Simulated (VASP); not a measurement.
Set up this calculation in VASP 6.6.1, as the native input.

```
Task                   : single point
Functional             : PBE
Potentials or basis    : VASP PAW PBE potentials, release 64 (Cu, F)
Cutoff                 : 520 eV
k mesh                 : 11 × 11 × 8
Occupations            : fermi-dirac, width 0.05 eV
Spin                   : no spin polarisation
Dipole correction      : no
Further INCAR settings : ALGO = Normal; EDIFF = 1e-06; NBANDS = 16
```

The structure of CuF lies in POSCAR:

```
CuF
1.0
    2.4710065500      0.0000000000      0.0000000000
    0.0000000000      2.4710065500      0.0000000000
    0.0000000000      0.0000000000      3.4165013900
Cu F
1 1
Direct
    0.0000000000      0.0000000000      0.0000000000
    0.5000000000      0.5000000000      0.5000000000
```

One way to write it, as run:

INCAR

```
  PREC = Accurate
  ENCUT = 520
  EDIFF = 1E-6
  ISMEAR = -1
  SIGMA = 0.05
  LREAL = False
  LASPH = True
  NELM = 80
  ALGO = Normal
  ISIF = 2
  LWAVE = False
  LCHARG = False
  GGA = PE
  NBANDS = 16
```

KPOINTS

```
regular mesh
0
Gamma
  11 11 8
```

Potentials or basis: VASP PAW PBE potentials, release 64 (Cu, F).

Launch:

```bash
$ cat potpaw_PBE.64/Cu/POTCAR potpaw_PBE.64/F/POTCAR > POTCAR
$ mpirun -np 1 vasp_std > vasp.out
```

It gave:

- Pressure: 4.4 GPa
- Band gap on the k mesh: zero (band 9 reaches 4.39 eV, above the bottom of band 10 at 3.95 eV)

Caveat: semilocal functionals often make such compounds metallic where correlation or magnetic order opens a gap, which also shifts bond lengths.

It took 52 s on 1 thread of Intel Xeon 8259CL (shared host), peak memory 0.15 GiB.
